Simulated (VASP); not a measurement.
Input of a VASP 6.6.1 run:

File INCAR:

```
PREC = Accurate ; ENCUT = 600
EDIFF = 1E-7 ; ISMEAR = -1
SIGMA = 0.1 ; LREAL = False
LASPH = True ; NELM = 100
ALGO = Normal ; ISIF = 3
LWAVE = False ; LCHARG = False
GGA = CA ; IBRION = 2
NSW = 80 ; EDIFFG = -0.02
```

The input KPOINTS:

```
regular mesh
0
Gamma
  4 4 4
```

Contents of POSCAR:

```
AgAu3
1.0
    4.0750000000      0.0000000000      0.0000000000
    0.0000000000      4.0750000000      0.0000000000
    0.0000000000      0.0000000000      4.0750000000
Au Ag
3 1
Direct
    0.0000000000      0.0000000000      0.0000000000
    0.0000000000      0.5000000000      0.5000000000
    0.5000000000      0.0000000000      0.5000000000
    0.5000000000      0.5000000000      0.0000000000
```

Potentials or basis: VASP PAW LDA potentials, release 64 (Au, Ag).

Run with:

```console
$ cat potpaw_LDA.64/Au/POTCAR potpaw_LDA.64/Ag/POTCAR > POTCAR
$ mpirun -np 1 vasp_std > vasp.out
```

Question: Predict the relaxed cell.

Answer: a = 4.036 Å, b = 4.036 Å, c = 4.036 Å, α = 90.00°, β = 90.00°, γ = 90.00°.

Question: Estimate the relaxed volume.

Answer: 16.43 Å³/atom.

Step by step:
```
step  energy change (eV)  largest force (eV/Å)  pressure (GPa)  volume (Å³)
   1              0.0000                0.0000           -4.93        67.67
   2              0.0558                0.0000            9.76        62.70
   3             -0.0311                0.0000           -0.08        65.73
```

Caveat: the k points lie up to 0.39 Å⁻¹ apart in the final cell.
